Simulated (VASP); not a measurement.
The system is Al.

```
Al
1.0
     2.81246    0.00000    0.00000
    -1.40623    2.43566    0.00000
     0.00000    0.00000    4.86685
Al
2
Direct
  0.66667 0.33333 0.75000
  0.33333 0.66667 0.25000
```

```yaml
Program: VASP 6.6.1
Task: relaxation of cell and atoms
Functional: PBEsol
Dispersion: D3(BJ)
Potentials_or_basis: VASP PAW PBE potentials, release 64 (Al)
Cutoff: 600 eV
k_mesh: 18 × 18 × 10
Occupations: gaussian, width 0.1 eV
Spin: no spin polarisation
```

At the start: pressure -4.4 GPa; volume 16.67 Å³/atom.

Task: Where does the relaxation end?

Result: Over 12 steps the energy falls by 17.1 meV/atom and the volume is 15.68 Å³/atom (-5.9 %); space group P6_3/mmc (No. 194, to 0.05 Å).

Step by step:
| step | energy change (eV) | largest force (eV/Å) | pressure (GPa) | volume (Å³) |
| --- | --- | --- | --- | --- |
| 1 | 0.0000 | 0.0000 | -4.41 | 33.34 |
| 2 | -0.0306 | 0.0000 | 0.72 | 31.17 |
| 3 | -0.0309 | 0.0000 | 0.27 | 31.33 |
| 4 | -0.0333 | 0.0000 | 0.17 | 31.32 |
| 5 | -0.0339 | 0.0000 | 0.15 | 31.32 |
| 6 | -0.0341 | 0.0000 | 0.17 | 31.30 |
| 7 | -0.0341 | 0.0000 | 0.17 | 31.30 |
| 8 | -0.0341 | 0.0000 | 0.15 | 31.31 |
| 9 | -0.0341 | 0.0000 | 0.17 | 31.30 |
| 10 | -0.0341 | 0.0000 | 0.16 | 31.31 |
| 11 | -0.0342 | 0.0000 | -0.08 | 31.39 |
| 12 | -0.0342 | 0.0000 | 0.00 | 31.36 |

Final structure:
```
Al
1.0
     2.79065    0.00000    0.00000
    -1.39533    2.41678    0.00000
     0.00000    0.00000    4.65001
Al
2
Cartesian
  1.3953 0.8056 3.4875
  0.0000 1.6112 1.1625
```

Caveat: the PAW data sets were made with another functional, which shifts forces and pressure a little; pairwise dispersion overbinds metals, which lowers pressure and volume.
